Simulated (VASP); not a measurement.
BaMg2H3:

```xyz
6
Lattice="3.5945 0.0000 0.0000 -1.7972 3.1129 0.0000 0.0000 0.0000 8.7431" Properties=species:S:1:pos:R:3 pbc="T T T"
Ba    0.0000    0.0000    0.0000
Mg    0.0000    2.0753    3.2690
Mg    1.7972    1.0376    5.4741
H     0.0000    2.0753    6.5767
H     1.7972    1.0376    2.1664
H     0.0000    0.0000    4.3716
```

- Program: VASP 6.6.1
- Task: relaxation of cell and atoms
- Functional: PBE
- Potentials or basis: VASP PAW PBE potentials, release 64 (Ba_sv, Mg, H)
- Cutoff: 600 eV
- k mesh: 6 × 6 × 2
- Occupations: gaussian, width 0.1 eV
- Spin: no spin polarisation

At the start: pressure -0.8 GPa; volume 16.31 Å³/atom.

Q: How do energy, volume and symmetry change on relaxing?

A: Over 8 steps the energy falls by 21.6 meV/atom and the volume is 15.93 Å³/atom (-2.3 %); space group P-3m1 (No. 164, to 0.05 Å).

The path:
```csv
step,energy change (eV),largest force (eV/Å),pressure (GPa),volume (Å³)
1,0.0000,0.4951,-0.80,97.83
2,-0.0367,0.4044,-0.52,96.67
3,-0.0971,0.1559,0.65,93.21
4,-0.0991,0.1585,1.01,92.34
5,-0.1126,0.1475,0.35,94.05
6,-0.1160,0.1404,-0.17,95.55
7,-0.1211,0.1120,-0.13,95.56
8,-0.1293,0.0275,0.05,95.57
```

Final structure:
```
CELL_PARAMETERS angstrom
3.65732 0.00000 0.00000
-1.82866 3.16734 0.00000
0.00000 0.00000 8.25049
ATOMIC_POSITIONS crystal
Ba 0.00000 0.00000 0.00000
Mg 0.33333 0.66667 0.35833
Mg 0.66667 0.33333 0.64167
H 0.33333 0.66667 0.76817
H 0.66667 0.33333 0.23183
H 0.00000 0.00000 0.50000
```
